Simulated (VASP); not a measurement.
Here is a VASP 6.6.1 calculation.

The input POSCAR:

```
Os
1.0
    2.7393806551      0.0000000000      0.0000000000
   -1.3696903275      2.3723732379      0.0000000000
    0.0000000000      0.0000000000      4.3138178725
Os
2
Direct
    0.3333333333      0.6666666667      0.2500000000
    0.6666666667      0.3333333333      0.7500000000
```

INCAR.step1

```
SYSTEM = Os
PREC     = Accurate       ! precision mode
ENCUT    = 620            ! plane-wave cutoff, eV
ISMEAR   = -1             ! smearing method
SIGMA    = 0.01           ! smearing width, eV
LREAL    = .FALSE.        ! projectors in reciprocal space
LASPH    = .TRUE.         ! aspherical terms in the spheres
NELM     = 120            ! most SCF steps
NBANDS   = 23             ! bands
GGA      = PE             ! functional
ALGO     = Normal         ! electronic algorithm
EDIFF    = 1E-5           ! SCF threshold, eV
LWAVE    = .TRUE.         ! write WAVECAR
LCHARG   = .FALSE.        ! write CHGCAR
GGA_COMPAT= .FALSE.
```

File INCAR.step2:

```
SYSTEM = Os
PREC     = Accurate       ! precision mode
ENCUT    = 620            ! plane-wave cutoff, eV
EDIFF    = 1E-6           ! SCF threshold, eV
ISMEAR   = -1             ! smearing method
SIGMA    = 0.01           ! smearing width, eV
LREAL    = .FALSE.        ! projectors in reciprocal space
LASPH    = .TRUE.         ! aspherical terms in the spheres
NELM     = 120            ! most SCF steps
ALGO     = Normal         ! electronic algorithm
ISIF     = 2              ! what is computed and relaxed
LWAVE    = .FALSE.        ! write WAVECAR
LCHARG   = .FALSE.        ! write CHGCAR
METAGGA  = R2SCAN         ! meta-GGA
LMIXTAU  = .TRUE.       
NBANDS   = 23             ! bands
ISTART   = 1            
GGA_COMPAT= .FALSE.
```

File KPOINTS:

```
regular mesh
0
G
  13 13 7
  0 0 0
```

Potentials or basis: VASP PAW PBE potentials, release 64 (Os_sv_GW).

Command:

```sh
$ cat potpaw_PBE.64/Os_sv_GW/POTCAR > POTCAR
$ cp INCAR.step1 INCAR
$ mpirun -np 1 vasp_std > vasp.out
$ cp INCAR.step2 INCAR
$ mpirun -np 1 vasp_std > vasp.out
```

Q: What does it give for the pressure?

A: -1.0 GPa.

Q: Predict the band gap on the k mesh.

A: Zero (bands 16 and 17 overlap by 3.99 eV).

Stress tensor (GPa, compression positive):
```
-0.89  0.00  0.00
 0.00 -0.89  0.00
 0.00  0.00 -1.23
```

Caveat: the PAW data sets were made with another functional, which shifts forces and pressure a little; spin-orbit coupling is left out, which moves the levels of the heavy elements.
